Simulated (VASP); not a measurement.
# PbSe in VASP: a series of runs

The runs below take PbSe through single point, with PBE, LDA, r2SCAN+rVV10.

Program: VASP 6.6.1. These are calculated values, not measurements. Logs are shortened: lines on timing, memory, paths and dates and some standing lists are left out, and cuts for length are marked.

## Step 1: The cell of the first run

The typed cell holds 4 atoms: a = 7.225 Å, b = 4.347 Å, c = 7.225 Å, α = 72.49°, β = 35.01°, γ = 72.49°.

## Step 2: Single point, PBE

File INCAR:

```
SYSTEM = PbSe
PREC = Accurate
ENCUT = 520
EDIFF = 1E-7
ISMEAR = -1
SIGMA = 0.02
LREAL = .False.
LASPH = .True.
NELM = 60
ALGO = Normal
ISIF = 2
LWAVE = .False.
LCHARG = .True.
GGA = PE
LELF = .True.
LVHAR = .True.
NBANDS = 28
```

File KPOINTS:

```
Automatic mesh
0
Gamma
  6 6 6
  0 0 0
```

File POSCAR:

```
PbSe
1.0
    0.0000000000      6.5386896052      3.0736697802
    3.0736711420      0.0000000000      3.0736697802
    3.0736711420      6.5386896052      0.0000000000
Pb Se
2 2
Direct
    0.1324252531      0.8506268962      0.1493731038
    0.8506268962      0.1324252531      0.8675747469
    0.6373131566      0.3456356941      0.6543643059
    0.3456356941      0.6373131566      0.3626868434
```

Potentials or basis: VASP PAW PBE potentials, release 64 (Pb_d, Se).

Started as:

```console
cat potpaw_PBE.64/Pb_d/POTCAR potpaw_PBE.64/Se/POTCAR > POTCAR
mpirun -np 1 vasp_std > vasp.out
```

OUTCAR:

```text
SYSTEM = PbSe
   PREC = Accurate
   ENCUT = 520
   EDIFF = 1E-7
   ISMEAR = -1
   LREAL = .False.
   LASPH = .True.
   NELM = 60
   ISIF = 2
   GGA = PE

 ion  position               nearest neighbor table
   1  0.132  0.851  0.149-   4 2.79   3 3.07   3 3.07   3 3.07   3 3.07   2 3.69
   2  0.851  0.132  0.868-   3 2.79   4 3.07   4 3.07   4 3.07   4 3.07   1 3.69
   3  0.637  0.346  0.654-   2 2.79   1 3.07   1 3.07   1 3.07   1 3.07
   4  0.346  0.637  0.363-   1 2.79   2 3.07   2 3.07   2 3.07   2 3.07

  LATTYP: Found a body centered tetragonal cell.
 ALAT       =     4.3468264524
 C/A-ratio  =     3.0084889180

  Lattice vectors:

 A1 = (   0.0000000000,  -6.5386896052,  -3.0736697802)
 A2 = (   0.0000000000,  -6.5386896052,   3.0736697802)
 A3 = (  -3.0736711420,   6.5386896052,   0.0000000000)

Analysis of symmetry for initial positions (statically):
=====================================================================
 Subroutine PRICEL returns:
 Original cell was already a primitive cell.

 Routine SETGRP: Setting up the symmetry group for a
 body centered tetragonal supercell.

 Subroutine GETGRP returns: Found  4 space group operations
 (whereof  4 operations were pure point group operations)
 out of a pool of 16 trial point group operations.

The static configuration has the point symmetry C_2v.

Analysis of symmetry for dynamics (positions and initial velocities):
=====================================================================
 Subroutine PRICEL returns:
 Original cell was already a primitive cell.

 Routine SETGRP: Setting up the symmetry group for a
 body centered tetragonal supercell.

 Subroutine GETGRP returns: Found  4 space group operations
 (whereof  4 operations were pure point group operations)
 out of a pool of 16 trial point group operations.

The dynamic configuration has the point symmetry C_2v.

 Subroutine INISYM returns: Found  4 space group operations
 (whereof  4 operations are pure point group operations),
 and found     1 'primitive' translations

----------------------------------------------------------------------------------------

                                     Primitive cell

  volume of cell :     123.5479
[... 88 lines left out ...]
   LNONCOLLINEAR =      F non collinear calculations
   LSORBIT =      F    spin-orbit coupling
   LASPH  =      T    aspherical Exc in radial PAW
   ENCUT  =  520.0 eV  38.22 Ry    6.18 a.u.  13.43  8.08 13.43*2*pi/ulx,y,z
   NELM   =     60;   NELMIN=  2; NELMDL= -5     # of ELM steps
   EDIFF  = 0.1E-06   stopping-criterion for ELM
   LREAL  =      F    real-space projection
   EDIFFG = 0.1E-05   stopping-criterion for IOM
   NSW    =      0    number of steps for IOM
   IBRION =     -1    ionic relax: 0-MD 1-quasi-New 2-CG
   NFREE  =      0    steps in history (QN), initial steepest desc. (CG)
   ISIF   =      2    stress and relaxation
   ISYM   =      2    0-nonsym 1-usesym 2-fastsym
   POTIM  = 0.5000    time-step for ionic-motion
   TEBEG  =    0.0;   TEEND  =   0.0 temperature during run
   PSTRESS=    0.0 pullay stress
   NELECT =      40.0000    total number of electrons
   NUPDOWN=      -1.0000    fix difference up-down
   EMIN   =  10.00;   EMAX   =-10.00  energy-range for DOS
   EFERMI =   0.00;   METHOD = LEGACY
   ISMEAR =    -1;   SIGMA  =   0.02  broadening in eV -4-tet -1-fermi 0-gaus
   EFERMI_NEDOS =   21; number of points for ismear=-14 and -15
   IALGO  =     38    algorithm
   IMIX   =      4    mixing-type and parameters
     AMIX     =   0.40;   BMIX     =  1.00
     AMIX_MAG =   1.60;   BMIX_MAG =  1.00
  volume/ion in A,a.u.               =      30.89       208.44
  Fermi-wavevector in a.u.,A,eV,Ry     =   1.124130  2.124297 17.193238  1.263667
  Thomas-Fermi vector in A             =   2.260800
   LORBIT       =      0    0 simple, 1 ext, 2 COOP (PROOUT), +10 PAW based schemes
   GGA     = PE    functional components
   LHFCALC =     F    Hartree Fock is set to
   AEXX    =    0.0000 exact exchange contribution
   IVDW    =     0    specifies the selected vdW correction
   LEPSILON=     F    determine dielectric tensor
   LRPA    =     F    only Hartree local field effects (RPA)
 non-spin polarized calculation
  energy-cutoff  :      520.00
  volume of cell :      123.55
 maximum number of plane-waves:      3360
 NGX is ok and might be reduce to    54
   NGX = 27   NGY = 17   NGZ = 27

 number of electron      40.0000001 magnetization

 Free energy of the ion-electron system (eV)
  ---------------------------------------------------
  ext. energy  EPLUGINS =         0.00000000
  ---------------------------------------------------
  free energy    TOTEN  =       -16.05316479 eV

  energy without entropy =      -16.05316479  energy(sigma->0) =      -16.05316479

 E-fermi :   4.4062     XC(G=0):  -9.0841

 val. band max:        4.1064752694   @ k =   0.0000   0.0000   0.0000
 cond. band min:       4.7064146217   @ k =   0.5000   0.0000   0.5000
 fundamental gap:      0.5999393523
 Fermi energy:         4.4061879004

 k-point     1 :       0.0000    0.0000    0.0000
  band No.  band energies     occupation
      1     -12.5746      2.00000
      2     -12.5360      2.00000
      3     -12.5088      2.00000
      4     -12.4972      2.00000
      5     -12.4899      2.00000
      6     -12.4710      2.00000
[... 733 lines left out ...]
     27       9.6581      0.00000
     28      10.7567      0.00000

 [... further k-points ...]

------------------------ aborting loop because EDIFF is reached ----------------------------------------

  FORCE on cell =-STRESS in cart. coord.  units (eV):
  Direction    XX          YY          ZZ          XY          YZ          ZX
  --------------------------------------------------------------------------------------
  -------------------------------------------------------------------------------------
  Total        1.3491818      1.6790115      1.3492373      0.0000000      0.0000000      0.0000000
  in kB       17.4962807     21.7735339     17.4969996      0.0000000      0.0000000      0.0000000
  external PRESSURE =      18.9222714 kB  Pullay stress =       0.0000000 kB

 VOLUME and BASIS-vectors are now :
 -----------------------------------------------------------------------------
  energy-cutoff  :      520.00
  volume of cell :      123.55
      direct lattice vectors                 reciprocal lattice vectors
     0.000000000  6.538689605  3.073669780    -0.162671925  0.076467921  0.162671997
     3.073671142  0.000000000  3.073669780     0.162671925 -0.076467921  0.162671997
     3.073671142  6.538689605  0.000000000     0.162671925  0.076467921 -0.162671997

 POSITION                                       TOTAL-FORCE (eV/Angst)
 -----------------------------------------------------------------------------------
      3.07367      1.84259      3.02158         0.000000     -0.079205     -0.000176
      3.07367     11.23479      3.02158         0.000000      0.079205     -0.000176
      3.07367      8.44588      3.02126         0.000000     -0.145172      0.000176
      3.07367      4.63150      3.02126         0.000000      0.145172      0.000176
 -----------------------------------------------------------------------------------
    total drift:                                0.000011     -0.000000      0.000064

  FREE ENERGIE OF THE ION-ELECTRON SYSTEM (eV)
  ---------------------------------------------------
  free  energy   TOTEN  =       -16.0531647902 eV

  energy  without entropy=      -16.0531647884  energy(sigma->0) =      -16.05316479
```

Wall time 96 s (1 thread of AMD EPYC 9R45 (Zen 5), shared host); peak memory 0.33 GiB.

What came out:

- Free energy: -16.0532 eV
- Pressure: 1.9 GPa
- Largest force: 0.145 eV/Å
- Band gap on the k mesh: 0.60 eV (least direct gap 1.22 eV)

Forces on the atoms (eV/Å):
```
Pb   0.000 -0.079  0.000
Pb   0.000  0.079  0.000
Se   0.000 -0.145  0.000
Se   0.000  0.145  0.000
```

Stress tensor (GPa, compression positive):
```
1.75 0.00 0.00
0.00 2.18 0.00
0.00 0.00 1.75
```

Levels at points of the mesh, in eV from the valence-band top:
```csv
k point,band 18,band 19,band 20,band 21,band 22,band 23
"(0.00, 0.00, 0.00)",-1.81,-1.81,0.00,3.87,4.37,4.37
"(0.50, 0.00, 0.00)",-1.18,-0.63,-0.28,1.16,1.64,2.02
"(0.50, 0.50, 0.00)",-2.94,-2.38,-1.01,2.34,4.18,4.57
"(0.00, 0.50, 0.50)",-2.94,-2.38,-1.01,2.34,4.18,4.57
"(0.50, 0.00, 0.50)",-1.57,-1.57,-1.13,0.60,4.09,4.99
```

Caveat: spin-orbit coupling is left out, which moves the levels of the heavy elements.

## Step 3: Single point, LDA

File INCAR:

```
SYSTEM = PbSe
PREC = Accurate
ENCUT = 520
EDIFF = 1E-7
ISMEAR = 0
SIGMA = 0.01
LREAL = .FALSE.
LASPH = .TRUE.
NELM = 100
ALGO = Normal
ISIF = 2
LWAVE = .FALSE.
LCHARG = .FALSE.
NBANDS = 28
```

File KPOINTS:

```
regular mesh
0
G
  6 6 6
  0 0 0
```

POSCAR is that of step 2.

Potentials or basis: VASP PAW LDA potentials, release 64 (Pb_d, Se).

Started as:

```console
cat potpaw_LDA.64/Pb_d/POTCAR potpaw_LDA.64/Se/POTCAR > POTCAR
mpirun -np 1 vasp_std > vasp.out
```

Wall time 81 s (1 thread of AMD EPYC 9R45 (Zen 5), shared host); peak memory 0.29 GiB.

The run converged. Its results:

* Free energy: -18.4731 eV
* Pressure: -2.0 GPa
* Largest force: 0.119 eV/Å
* Band gap on the k mesh: 0.45 eV (least direct gap 1.07 eV)

Forces in eV/Å, atoms in the order of the input:
```
Pb   0.000  0.119  0.000
Pb   0.000 -0.119  0.000
Se   0.000  0.043  0.000
Se   0.000 -0.043  0.000
```

Stress tensor (GPa, compression positive):
```
-2.27  0.00  0.00
 0.00 -1.58  0.00
 0.00  0.00 -2.27
```

Levels at points of the mesh, in eV from the valence-band top:
```tsv
k point	band 18	band 19	band 20	band 21	band 22	band 23
(0.00, 0.00, 0.00)	-1.84	-1.84	0.00	3.77	4.25	4.25
(0.50, 0.00, 0.00)	-1.18	-0.66	-0.32	1.03	1.52	1.91
(0.50, 0.50, 0.00)	-2.98	-2.42	-1.02	2.22	4.02	4.42
(0.00, 0.50, 0.50)	-2.98	-2.42	-1.02	2.22	4.02	4.42
(0.50, 0.00, 0.50)	-1.58	-1.58	-1.15	0.45	3.98	4.87
```

Caveat: spin-orbit coupling is left out, which moves the levels of the heavy elements. A k mesh can miss the band edges.

## Step 4: Single point, r2SCAN+rVV10

POSCAR is that of step 3.

File INCAR.step1:

```
PREC     = Accurate       # precision mode
ENCUT    = 520            # plane-wave cutoff, eV
ISMEAR   = -1             # smearing method
SIGMA    = 0.02           # smearing width, eV
LREAL    = False          # projectors in reciprocal space
LASPH    = True           # aspherical terms in the spheres
NELM     = 80             # most SCF steps
NBANDS   = 28             # bands
GGA      = PE             # functional
ALGO     = Normal         # electronic algorithm
EDIFF    = 1E-4           # SCF threshold, eV
LWAVE    = True           # write WAVECAR
LCHARG   = False          # write CHGCAR
```

File INCAR.step2:

```
PREC     = Accurate       # precision mode
ENCUT    = 520            # plane-wave cutoff, eV
EDIFF    = 1E-7           # SCF threshold, eV
ISMEAR   = -1             # smearing method
SIGMA    = 0.02           # smearing width, eV
LREAL    = False          # projectors in reciprocal space
LASPH    = True           # aspherical terms in the spheres
NELM     = 80             # most SCF steps
ALGO     = Normal         # electronic algorithm
ISIF     = 2              # what is computed and relaxed
LWAVE    = False          # write WAVECAR
LCHARG   = True           # write CHGCAR
METAGGA  = R2SCAN         # meta-GGA
LMIXTAU  = True         
LUSE_VDW = True         
IVDW_NL  = 2            
BPARAM   = 11.95        
CPARAM   = 0.0093       
LELF     = True           # ELF
LVHAR    = True         
NBANDS   = 28             # bands
ISTART   = 1
```

File KPOINTS:

```
regular mesh
0
Gamma
  6 6 6
```

Potentials or basis: VASP PAW PBE potentials, release 64 (Pb_d, Se).

Started as:

```console
cat potpaw_PBE.64/Pb_d/POTCAR potpaw_PBE.64/Se/POTCAR > POTCAR
cp INCAR.step1 INCAR
mpirun -np 1 vasp_std > vasp.out
cp INCAR.step2 INCAR
mpirun -np 1 vasp_std > vasp.out
```

Wall time 7.3 min (1 thread of AMD EPYC 9R45 (Zen 5), shared host); peak memory 0.71 GiB.

It converged, with:

| Item | Value |
| --- | --- |
| Free energy | -142.4528 eV |
| Pressure | 0.2 GPa |
| Largest force | 0.026 eV/Å |
| Band gap on the k mesh | 0.77 eV (least direct gap 1.41 eV) |

Forces on the atoms (eV/Å):
```
Pb   0.000 -0.026  0.000
Pb   0.000  0.026  0.000
Se   0.000 -0.020  0.000
Se   0.000  0.020  0.000
```

Levels at points of the mesh, in eV from the valence-band top:
```
           k point  band 18  band 19  band 20  band 21  band 22  band 23
(0.00, 0.00, 0.00)    -1.89    -1.89     0.00     4.24     4.72     4.72
(0.50, 0.00, 0.00)    -1.25    -0.61    -0.22     1.43     1.97     2.29
(0.50, 0.50, 0.00)    -3.03    -2.47    -1.06     2.62     4.42     4.84
(0.00, 0.50, 0.50)    -3.03    -2.47    -1.06     2.62     4.42     4.84
(0.50, 0.00, 0.50)    -1.64    -1.64    -1.17     0.77     4.42     5.38
```

Caveat: the PAW data sets were made with another functional, which shifts forces and pressure a little; spin-orbit coupling is left out, which moves the levels of the heavy elements.

## Step 5: The runs side by side

| level | potentials or basis | smearing | gap on the mesh (eV) | pressure (GPa) | largest force (eV/Å) |
| --- | --- | --- | --- | --- | --- |
| PBE | VASP PAW PBE potentials, release 64 (Pb_d, Se) | fermi-dirac 0.02 eV | 0.60 | 1.9 | 0.15 |
| LDA | VASP PAW LDA potentials, release 64 (Pb_d, Se) | gaussian 0.01 eV | 0.45 | -2.0 | 0.12 |
| r2SCAN+rVV10 | VASP PAW PBE potentials, release 64 (Pb_d, Se) | fermi-dirac 0.02 eV | 0.77 | 0.2 | 0.03 |

Alike in all rows: task single point; no spin polarisation; cell a = 7.225, b = 4.347 Å, angles 72.5, 35.0, 72.5°, 4 atoms; k mesh 6 × 6 × 6; cutoff (eV) 520.

Caveats: spin-orbit coupling is left out, which moves the levels of the heavy elements; the PAW data sets were made with another functional, which shifts forces and pressure a little (at least some runs).

Absolute energies hang on the potentials; compare differences alone.
